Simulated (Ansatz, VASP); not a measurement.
# Al in VASP and in Ansatz

```
Al
1.0
     0.00000    1.98092    1.98092
     1.98092    0.00000    1.98092
     1.98092    1.98092    0.00000
Al
1
Direct
  0.00000 0.00000 0.00000
```

Alike in both runs: functional PBEsol; dispersion D3(BJ); k mesh 18 × 18 × 18; occupations gaussian, width 0.1 eV; no spin polarisation.

Ansatz relaxed the structure, and its values are those at the end. VASP's run is a single point on that final structure, the one shown.

|  | VASP | Ansatz |
| --- | --- | --- |
| version | VASP 6.6.1 | Ansatz 0.2.0 |
| potentials or method | VASP PAW PBE potentials, release 64 (Al), cutoff 500 eV | scalar-relativistic, plane waves, PAW |
| valence electrons in the cell | 3 | 3 |

|  | VASP | Ansatz | Ansatz less VASP |
| --- | --- | --- | --- |
| gap on the k mesh at the Fermi level (eV) | none | none | - |
| pressure (GPa) | 0.1 | 0.0 | -0.10 |

VASP's potentials were made for PBE, not for PBEsol, and Ansatz warns of the same on its side. A gap of «none» marks a metal or a gap that the smearing closes.
